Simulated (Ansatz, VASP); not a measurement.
**One calculation of CsSnBr3, two programs**

The input POSCAR:

```
CsSnBr3
1.0
    5.8411488102      0.0000000000      0.0000000000
    0.0000000000      5.8411488102      0.0000000000
    0.0000000000      0.0000000000      5.8411488102
Cs Sn Br
1 1 3
Direct
    0.0000000000      0.0000000000      0.0000000000
    0.5000000000      0.5000000000      0.5000000000
    0.5000000000      0.5000000000      0.0000000000
    0.5000000000      0.0000000000      0.5000000000
    0.0000000000      0.5000000000      0.5000000000
```

INCAR.step1

```
PREC = Accurate
ENCUT = 550
ISMEAR = 0
SIGMA = 0.01
LREAL = F
LASPH = T
NELM = 120
NBANDS = 30
GGA = PE
ALGO = Normal
EDIFF = 1E-5
LWAVE = T
LCHARG = F
GGA_COMPAT = F
```

File INCAR.step2:

```
PREC = Accurate
ENCUT = 550
EDIFF = 1E-6
ISMEAR = 0
SIGMA = 0.01
LREAL = F
LASPH = T
NELM = 120
ALGO = Normal
ISIF = 2
LWAVE = F
LCHARG = F
METAGGA = R2SCAN
LMIXTAU = T
NBANDS = 30
ISTART = 1
GGA_COMPAT = F
```

Contents of KPOINTS:

```
Automatic mesh
0
Gamma
  4 4 4
```

Input for Ansatz:

```yaml
crystal:
  lattice:
    - [5.8411488102, 0.0, 0.0]
    - [0.0, 5.8411488102, 0.0]
    - [0.0, 0.0, 5.8411488102]
  atoms:
    - { symbol: Cs, position: [0.0, 0.0, 0.0] }
    - { symbol: Sn, position: [0.5, 0.5, 0.5] }
    - { symbol: Br, position: [0.5, 0.5, 0.0] }
    - { symbol: Br, position: [0.5, 0.0, 0.5] }
    - { symbol: Br, position: [0.0, 0.5, 0.5] }
kpoints:
  mp_grid: { grid: [4, 4, 4] }
  band_path:
    path: [[0.0, 0.0, 0.0], [0.0, 0.5, 0.0], [0.5, 0.5, 0.0], [0.5, 0.5, 0.5]]
    npoints: 1
hamiltonian:
  xc: r2scan
scf:
  occupations: { method: fixed }
  n_extra_bands: 5
output:
  forces: true
  stress: true
  eigenvalues: true
```

Alike in both runs: task single point; functional r2SCAN; k mesh 4 × 4 × 4; no spin polarisation.

```csv
,VASP,Ansatz
version,VASP 6.6.1,Ansatz 0.2.0
potentials or method,"VASP PAW PBE potentials, release 64 (Cs_sv, Sn_d, Br)","plane waves, PAW"
plane-wave cutoff (eV),550,500
occupations,"gaussian, width 0.01 eV",fixed
valence electrons in the cell,44,44
```

```csv
,VASP,Ansatz,Ansatz less VASP
gap on the k mesh at the Fermi level (eV),0.69,0.68,-0.008
pressure (GPa),0.0,0.0,0.00
```

VASP's potentials were made for PBE, not for r2SCAN.

Spin-orbit coupling is off throughout.
